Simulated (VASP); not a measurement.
Set up this calculation in VASP 6.6.1, as the native input.

| Item | Value |
| --- | --- |
| Task | single point |
| Functional | PBEsol |
| Potentials or basis | VASP PAW PBE potentials, release 64 (Al, Cu) |
| Cutoff | 520 eV |
| k mesh | 12 × 12 × 12 |
| Occupations | gaussian, width 0.1 eV |
| Spin | no spin polarisation |
| Dipole correction | no |
| Further INCAR settings | ALGO = Normal; EDIFF = 1e-07; NBANDS = 18 |

The structure of Al3Cu lies in POSCAR:

```
Al3Cu
1.0
    3.8699584747      0.0000000000      0.0000000000
    0.0000000000      3.8699584747      0.0000000000
    0.0000000000      0.0000000000      3.8699584747
Al Cu
3 1
Direct
    0.0000000000      0.5000000000      0.5000000000
    0.5000000000      0.0000000000      0.5000000000
    0.5000000000      0.5000000000      0.0000000000
    0.0000000000      0.0000000000      0.0000000000
```

This cell differs from its parent crystal: strained.

The input as run:

INCAR

```
SYSTEM = Al3Cu
PREC     = Accurate       ! precision mode
ENCUT    = 520            ! plane-wave cutoff, eV
EDIFF    = 1E-7           ! SCF threshold, eV
ISMEAR   = 0              ! smearing method
SIGMA    = 0.1            ! smearing width, eV
LREAL    = .FALSE.        ! projectors in reciprocal space
LASPH    = .TRUE.         ! aspherical terms in the spheres
NELM     = 80             ! most SCF steps
ALGO     = Normal         ! electronic algorithm
ISIF     = 2              ! what is computed and relaxed
LWAVE    = .FALSE.        ! write WAVECAR
LCHARG   = .FALSE.        ! write CHGCAR
GGA      = PS             ! functional
NBANDS   = 18             ! bands
```

KPOINTS

```
regular mesh
0
G
  12 12 12
  0 0 0
```

Potentials or basis: VASP PAW PBE potentials, release 64 (Al, Cu).

Launch:

```console
$ cat potpaw_PBE.64/Al/POTCAR potpaw_PBE.64/Cu/POTCAR > POTCAR
$ mpirun -np 1 vasp_std > vasp.out
```

Results of the run:

The pressure is 2.0 GPa. The band gap on the k mesh is zero (bands 10 and 11 overlap by 4.09 eV).

Caveat: the cell differs from its parent crystal (strained); the PAW data sets were made with another functional, which shifts forces and pressure a little.

It took 2.2 min on 1 thread of Intel Xeon 8259CL, on a shared host, peak memory 0.22 GiB.
